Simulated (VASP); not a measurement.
# Pb2Se (P4_2/mnm) in VASP: relaxation of cell and atoms with PBE

Aim: the relaxation of cell and atoms of Pb2Se with PBE.

Program: VASP 6.6.1. These are calculated values, not measurements. Logs are shortened: lines on timing, memory, paths and dates and some standing lists are left out, and cuts for length are marked.

## 1. The cell of the first run

Symmetry: P4_2/mnm, No. 136, tetragonal system. The conventional cell has a = 7.367 Å, b = 7.367 Å, c = 4.011 Å, α = 90.00°, β = 90.00°, γ = 90.00°. Pb (site symmetry m2m) has 3 Se at 2.96 to 3.01 Å and 10 Pb at 4.01 to 4.22 Å within 4.3 Å. Within 4.1 Å of Se (site symmetry mmm) lie 6 Pb at 2.96 to 3.01 Å and 2 Se at 4.01 Å.

## 2. Relaxation of cell and atoms, PBE

The input, INCAR:

```
  PREC = Accurate
  ENCUT = 600
  EDIFF = 1E-6
  ISMEAR = 0
  SIGMA = 0.1
  LREAL = F
  LASPH = T
  NELM = 80
  ALGO = Fast
  ISIF = 3
  LWAVE = F
  LCHARG = F
  GGA = PE
  IBRION = 2
  NSW = 100
  EDIFFG = -0.01
```

The input, KPOINTS:

```
Automatic mesh
0
Gamma
  6 6 10
```

The input, POSCAR:

```
Pb2Se
1.0
    7.3674970718      0.0000000000      0.0000000000
    0.0000000000      7.3674970718      0.0000000000
    0.0000000000      0.0000000000      4.0110778400
Pb Se
4 2
Direct
    0.2842152298      0.2842152298      0.0000000000
    0.2157847702      0.7842152298      0.5000000000
    0.7157847702      0.7157847702      0.0000000000
    0.7842152298      0.2157847702      0.5000000000
    0.0000000000      0.0000000000      0.0000000000
    0.5000000000      0.5000000000      0.5000000000
```

Potentials or basis: VASP PAW PBE potentials, release 64 (Pb_d, Se).

Started as:

```console
$ cat potpaw_PBE.64/Pb_d/POTCAR potpaw_PBE.64/Se/POTCAR > POTCAR
$ mpirun -np 1 vasp_std > vasp.out
```

OUTCAR:

```text
PREC = Accurate
   ENCUT = 600
   EDIFF = 1E-6
   ISMEAR = 0
   LREAL = F
   LASPH = T
   NELM = 80
   ISIF = 3
   GGA = PE
   IBRION = 2
   NSW = 100
   EDIFFG = -0.01

 ion  position               nearest neighbor table
   1  0.284  0.284  0.000-   5 2.96   6 3.01   6 3.01
   2  0.216  0.784  0.500-   6 2.96   5 3.01   5 3.01
   3  0.716  0.716  0.000-   5 2.96   6 3.01   6 3.01
   4  0.784  0.216  0.500-   6 2.96   5 3.01   5 3.01
   5  0.000  0.000  0.000-   1 2.96   3 2.96   2 3.01   4 3.01   2 3.01   4 3.01
   6  0.500  0.500  0.500-   2 2.96   4 2.96   3 3.01   1 3.01   1 3.01   3 3.01

  LATTYP: Found a simple tetragonal cell.
 ALAT       =     7.3674970718
 C/A-ratio  =     0.5444288340

  Lattice vectors:

 A1 = (   7.3674970718,   0.0000000000,   0.0000000000)
 A2 = (   0.0000000000,   7.3674970718,   0.0000000000)
 A3 = (   0.0000000000,   0.0000000000,   4.0110778400)

Analysis of symmetry for initial positions (statically):
=====================================================================
 Subroutine PRICEL returns:
 Original cell was already a primitive cell.

 Routine SETGRP: Setting up the symmetry group for a
 simple tetragonal supercell.

 Subroutine GETGRP returns: Found 16 space group operations
 (whereof  8 operations were pure point group operations)
 out of a pool of 16 trial point group operations.

The static configuration has the point symmetry D_2h.
 The point group associated with its full space group is D_4h.

Analysis of symmetry for dynamics (positions and initial velocities):
=====================================================================
 Subroutine PRICEL returns:
 Original cell was already a primitive cell.

 Routine SETGRP: Setting up the symmetry group for a
 simple tetragonal supercell.

 Subroutine GETGRP returns: Found 16 space group operations
 (whereof  8 operations were pure point group operations)
 out of a pool of 16 trial point group operations.

The dynamic configuration has the point symmetry D_2h.
 The point group associated with its full space group is D_4h.

 Subroutine INISYM returns: Found 16 space group operations
 (whereof  8 operations are pure point group operations),
 and found     1 'primitive' translations

----------------------------------------------------------------------------------------

                                     Primitive cell

  volume of cell :     217.7214

  direct lattice vectors                    reciprocal lattice vectors
     7.367497072  0.000000000  0.000000000     0.135731306  0.000000000  0.000000000
     0.000000000  7.367497072  0.000000000     0.000000000  0.135731306  0.000000000
     0.000000000  0.000000000  4.011077840     0.000000000  0.000000000  0.249309547

  length of vectors
     7.367497072  7.367497072  4.011077840     0.135731306  0.135731306  0.249309547

  position of ions in fractional coordinates (direct lattice)
     0.284215230  0.284215230  0.000000000
     0.215784770  0.784215230  0.500000000
     0.715784770  0.715784770  0.000000000
     0.784215230  0.215784770  0.500000000
     0.000000000  0.000000000  0.000000000
     0.500000000  0.500000000  0.500000000

  ion indices of the primitive-cell ions
   primitive index   ion index
                 1           1
                 2           2
                 3           3
                 4           4
                 5           5
                 6           6

----------------------------------------------------------------------------------------

 KPOINTS: Automatic mesh

Automatic generation of k-mesh.
 Grid dimensions read from file:
 generate k-points for:    6    6   10

 Generating k-lattice:

  Cartesian coordinates                     Fractional coordinates (reciprocal lattice)
     0.022621884  0.000000000  0.000000000     0.166666667  0.000000000  0.000000000
     0.000000000  0.022621884  0.000000000     0.000000000  0.166666667  0.000000000
     0.000000000  0.000000000  0.024930955     0.000000000  0.000000000  0.100000000

  Length of vectors
     0.022621884  0.022621884  0.024930955

  Shift w.r.t. Gamma in fractional coordinates (k-lattice)
     0.000000000  0.000000000  0.000000000

 Subroutine IBZKPT returns following result:
 ===========================================

 Found     60 irreducible k-points:

 Following reciprocal coordinates:
            Coordinates               Weight
  0.000000  0.000000  0.000000      1.000000
  0.166667  0.000000  0.000000      4.000000
  0.333333  0.000000  0.000000      4.000000
  0.500000  0.000000  0.000000      2.000000
  0.166667  0.166667  0.000000      4.000000
  0.333333  0.166667  0.000000      8.000000
[... 16 lines left out ...]
  0.333333  0.000000  0.200000      8.000000
  0.500000  0.000000  0.200000      4.000000
 [... further k-points ...]
   k-points           NKPTS =     60   k-points in BZ     NKDIM =     60   number of bands    NBANDS=     40
   number of dos      NEDOS =    301   number of ions     NIONS =      6
   total plane-waves  NPLWV = 115200
   dimension x,y,z NGX =    60 NGY =   60 NGZ =   32
   dimension x,y,z NGXF=   120 NGYF=  120 NGZF=   64
   ions per type =               4   2
   NGX,Y,Z   is equivalent  to a cutoff of  13.54, 13.54, 13.26 a.u.
   NGXF,Y,Z  is equivalent  to a cutoff of  27.08, 27.08, 26.53 a.u.
 SYSTEM =  unknown system
   PREC   = accura    normal or accurate (medium, high low for compatibility)
   ISTART =      0    job   : 0-new  1-cont  2-samecut
   ICHARG =      2    charge: 1-file 2-atom 10-const
   ISPIN  =      1    spin polarized calculation?
   LNONCOLLINEAR =      F non collinear calculations
   LSORBIT =      F    spin-orbit coupling
   LASPH  =      T    aspherical Exc in radial PAW
   ENCUT  =  600.0 eV  44.10 Ry    6.64 a.u.  14.71 14.71  8.01*2*pi/ulx,y,z
   NELM   =     80;   NELMIN=  2; NELMDL= -5     # of ELM steps
   EDIFF  = 0.1E-05   stopping-criterion for ELM
   LREAL  =      F    real-space projection
   EDIFFG = -.1E-01   stopping-criterion for IOM
   NSW    =    100    number of steps for IOM
   IBRION =      2    ionic relax: 0-MD 1-quasi-New 2-CG
   NFREE  =      1    steps in history (QN), initial steepest desc. (CG)
   ISIF   =      3    stress and relaxation
   ISYM   =      2    0-nonsym 1-usesym 2-fastsym
   POTIM  = 0.5000    time-step for ionic-motion
   TEBEG  =    0.0;   TEEND  =   0.0 temperature during run
   PSTRESS=    0.0 pullay stress
   NELECT =      68.0000    total number of electrons
   NUPDOWN=      -1.0000    fix difference up-down
   EMIN   =  10.00;   EMAX   =-10.00  energy-range for DOS
   EFERMI =   0.00;   METHOD = LEGACY
   ISMEAR =     0;   SIGMA  =   0.10  broadening in eV -4-tet -1-fermi 0-gaus
   EFERMI_NEDOS =   21; number of points for ismear=-14 and -15
   IALGO  =     68    algorithm
   IMIX   =      4    mixing-type and parameters
     AMIX     =   0.40;   BMIX     =  1.00
     AMIX_MAG =   1.60;   BMIX_MAG =  1.00
  volume/ion in A,a.u.               =      36.29       244.88
  Fermi-wavevector in a.u.,A,eV,Ry     =   1.110736  2.098986 16.785972  1.233734
  Thomas-Fermi vector in A             =   2.247291
   LORBIT       =      0    0 simple, 1 ext, 2 COOP (PROOUT), +10 PAW based schemes
   GGA     = PE    functional components
   LHFCALC =     F    Hartree Fock is set to
   AEXX    =    0.0000 exact exchange contribution
   IVDW    =     0    specifies the selected vdW correction
   LEPSILON=     F    determine dielectric tensor
   LRPA    =     F    only Hartree local field effects (RPA)
 conjugate gradient relaxation of ions
 non-spin polarized calculation
 RMM-DIIS sequential band-by-band and
 Gauss-broadening in eV      SIGMA  =   0.10
  energy-cutoff  :      600.00
  volume of cell :      217.72
 maximum number of plane-waves:      7304
 NGX is ok and might be reduce to    60
   NGX = 29   NGY = 29   NGZ = 17

--------------------------------------- Ionic step        1  -------------------------------------------

 number of electron      67.9999999 magnetization

 Free energy of the ion-electron system (eV)
  ---------------------------------------------------
  ext. energy  EPLUGINS =         0.00000000
  ---------------------------------------------------
  free energy    TOTEN  =       -21.31946437 eV

  energy without entropy =      -21.30309107  energy(sigma->0) =      -21.31127772

------------------------ aborting loop because EDIFF is reached ----------------------------------------

  FORCE on cell =-STRESS in cart. coord.  units (eV):
  Direction    XX          YY          ZZ          XY          YZ          ZX
  --------------------------------------------------------------------------------------
  -------------------------------------------------------------------------------------
  Total        0.5713417      0.5713417     -0.2182456     -0.0000000      0.0000000      0.0000000
  in kB        4.2044142      4.2044142     -1.6060354     -0.0000000      0.0000000      0.0000000
  external PRESSURE =       2.2675976 kB  Pullay stress =       0.0000000 kB
[... 101 lines left out ...]
  FREE ENERGIE OF THE ION-ELECTRON SYSTEM (eV)
  ---------------------------------------------------
  free  energy   TOTEN  =       -21.3239459942 eV

  energy  without entropy=      -21.3077830425  energy(sigma->0) =      -21.31586452

[... ionic steps 4 to 12 ...]

--------------------------------------- Ionic step       13  -------------------------------------------

 number of electron      67.9999996 magnetization

------------------------ aborting loop because EDIFF is reached ----------------------------------------

  FORCE on cell =-STRESS in cart. coord.  units (eV):
  Direction    XX          YY          ZZ          XY          YZ          ZX
  --------------------------------------------------------------------------------------
  -------------------------------------------------------------------------------------
  Total       -0.0235436     -0.0235436     -0.0891778      0.0000000      0.0000000      0.0000000
  in kB       -0.1728474     -0.1728474     -0.6547076      0.0000000      0.0000000      0.0000000
  external PRESSURE =      -0.3334675 kB  Pullay stress =       0.0000000 kB
[... 65 lines left out ...]
  energy  without entropy=      -21.3164176202  energy(sigma->0) =      -21.32403562

--------------------------------------- Ionic step       15  -------------------------------------------

 number of electron      67.9999996 magnetization

 Free energy of the ion-electron system (eV)
  ---------------------------------------------------
  ext. energy  EPLUGINS =         0.00000000
  ---------------------------------------------------
  free energy    TOTEN  =       -21.33173799 eV

  energy without entropy =      -21.31656072  energy(sigma->0) =      -21.32414936

 E-fermi :   4.3004     XC(G=0):  -8.7235

 val. band max:        4.2990531273   @ k =   0.1667   0.0000   0.3000
 cond. band min:       4.3038184827   @ k =   0.1667   0.0000   0.5000
 fundamental gap:      0.0047653554
 Fermi energy:         4.3003858920

 k-point     1 :       0.0000    0.0000    0.0000
  band No.  band energies     occupation
      1     -13.0755      2.00000
      2     -13.0443      2.00000
      3     -13.0228      2.00000
      4     -13.0228      2.00000
      5     -13.0128      2.00000
      6     -13.0020      2.00000
[... 1021 lines left out ...]
     39       6.8320      0.00000
     40       6.8320      0.00000

 [... further k-points ...]

------------------------ aborting loop because EDIFF is reached ----------------------------------------

  FORCE on cell =-STRESS in cart. coord.  units (eV):
  Direction    XX          YY          ZZ          XY          YZ          ZX
  --------------------------------------------------------------------------------------
  -------------------------------------------------------------------------------------
  Total        0.0436746      0.0436746     -0.0323867      0.0000000      0.0000000      0.0000000
  in kB        0.3211453      0.3211453     -0.2381436      0.0000000      0.0000000      0.0000000
  external PRESSURE =       0.1347157 kB  Pullay stress =       0.0000000 kB
[... 21 lines left out ...]
  FREE ENERGIE OF THE ION-ELECTRON SYSTEM (eV)
  ---------------------------------------------------
  free  energy   TOTEN  =       -21.3317379922 eV

  energy  without entropy=      -21.3165607229  energy(sigma->0) =      -21.32414936

 reached required accuracy - stopping structural energy minimisation
```

Run time: 1.7 h. Hardware: 1 thread of Oxide Virtual Turin-like, shared host; peak memory 0.67 GiB.

What came out:

| Quantity | Value |
| --- | --- |
| Free energy | -21.3317 eV |
| Relaxed volume | 36.32 Å³/atom |
| Relaxed cell | a = 7.464 Å, b = 7.464 Å, c = 3.911 Å, α = 90.00°, β = 90.00°, γ = 90.00° |
| Space group after relaxing (to 0.1 Å) | P4_2/mnm (No. 136) |
| Energy gained by relaxing | 2.0 meV/atom |
| Ionic steps | 15 |
| Pressure after relaxing | 0.0 GPa |
| Largest force after relaxing | 0.003 eV/Å |
| Band gap on the k mesh | zero (bands 34 and 35 overlap by 1.54 eV) |

Forces in eV/Å, atoms in the order of the input:
```
Pb   0.002  0.002  0.000
Pb  -0.002  0.002  0.000
Pb  -0.002 -0.002  0.000
Pb   0.002 -0.002  0.000
Se   0.000  0.000  0.000
Se   0.000  0.000  0.000
```

Step by step:
| step | energy change (eV) | largest force (eV/Å) | pressure (GPa) | volume (Å³) |
| --- | --- | --- | --- | --- |
| 1 | 0.0000 | 0.0162 | 0.23 | 217.72 |
| 2 | -0.0039 | 0.0140 | -0.04 | 219.34 |
| 3 | -0.0045 | 0.0138 | -0.25 | 220.61 |
| 4 | -0.0075 | 0.0224 | -0.23 | 220.15 |
| 5 | -0.0108 | 0.0414 | -0.11 | 218.71 |
| 6 | -0.0109 | 0.0417 | -0.12 | 218.96 |
| 7 | -0.0116 | 0.0317 | 0.07 | 217.78 |
| 8 | -0.0116 | 0.0385 | 0.02 | 217.88 |
| 9 | -0.0116 | 0.0294 | 0.05 | 217.82 |
| 10 | -0.0119 | 0.0215 | 0.04 | 217.97 |
| 11 | -0.0121 | 0.0086 | -0.06 | 218.37 |
| 12 | -0.0122 | 0.0078 | -0.03 | 218.21 |
| 13 | -0.0122 | 0.0016 | -0.03 | 218.23 |
| 14 | -0.0122 | 0.0092 | -0.03 | 218.22 |
| 15 | -0.0123 | 0.0032 | 0.01 | 217.89 |

Final structure:
```cif
data_structure
_symmetry_space_group_name_H-M 'P 1'
_symmetry_Int_Tables_number 1
_cell_length_a 7.4637
_cell_length_b 7.4637
_cell_length_c 3.9114
_cell_angle_alpha 90.000
_cell_angle_beta 90.000
_cell_angle_gamma 90.000
_cell_volume 217.89
loop_
_atom_site_label
_atom_site_type_symbol
_atom_site_fract_x
_atom_site_fract_y
_atom_site_fract_z
_atom_site_occupancy
Pb1 Pb 0.28253 0.28253 0.00000 1
Pb2 Pb 0.21747 0.78253 0.50000 1
Pb3 Pb 0.71747 0.71747 0.00000 1
Pb4 Pb 0.78253 0.21747 0.50000 1
Se1 Se 0.00000 0.00000 0.00000 1
Se2 Se 0.50000 0.50000 0.50000 1
```

Caveat: spin-orbit coupling is left out, which moves the levels of the heavy elements.
